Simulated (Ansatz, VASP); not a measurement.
**One calculation of Nb, two programs**

INCAR

```
PREC = Accurate ; ENCUT = 520
EDIFF = 1E-6 ; ISMEAR = -1
SIGMA = 0.1 ; LREAL = F
LASPH = T ; NELM = 100
ALGO = Normal ; ISIF = 2
LWAVE = F ; LCHARG = F
GGA = B5 ; ALDAX = 1.0
AGGAX = 1.0 ; AGGAC = 1.0
ALDAC = 0.0 ; NBANDS = 12
```

Contents of KPOINTS:

```
Automatic mesh
0
Gamma
  13 13 13
```

Contents of POSCAR:

```
Nb
1.0
    2.7245596607      0.0000000000      0.0000000000
    0.0000000000      2.7245596607      0.0000000000
    0.0000000000      0.0000000000      2.7245596607
Nb
1
Direct
    0.0000000000      0.0000000000      0.0000000000
```

Input for Ansatz:

```yaml
crystal:
  lattice:
    - [2.7245596607, 0.0, 0.0]
    - [0.0, 2.7245596607, 0.0]
    - [0.0, 0.0, 2.7245596607]
  atoms:
    - { symbol: Nb, position: [0.0, 0.0, 0.0] }
hamiltonian:
  xc: blyp
  pseudopotentials:
    kind: paw
    azcp:
      Nb: "pseudopotentials/Nb.paw.azcp"
basis:
  ecutwfc: 420
  fft_grid_basis: typed
kpoints:
  mp_grid: { grid: [13, 13, 13], shift: [0, 0, 0] }
magnetization:
  spin_polarized: false
scf:
  occupations: { method: fermi_dirac, width: 0.1 }
  lower_state_search: "off"
output:
  stress: true
```

Alike in both runs: task single point; functional BLYP; k mesh 13 × 13 × 13; occupations fermi-dirac, width 0.1 eV; no spin polarisation.

|  | VASP | Ansatz |
| --- | --- | --- |
| version | VASP 6.6.1 | Ansatz 0.2.0 |
| potentials or method | VASP PAW PBE potentials, release 64 (Nb_sv), cutoff 520 eV | plane waves (420 eV) with PAW, scalar-relativistic |
| valence electrons in the cell | 13 | 13 |

```tsv
	VASP	Ansatz	Ansatz less VASP
pressure (GPa)	4.9	4.9	+0.03
```

VASP's potentials were made for PBE, not for BLYP. The functional is the same, so the differences come from potentials, cutoffs and numerics.
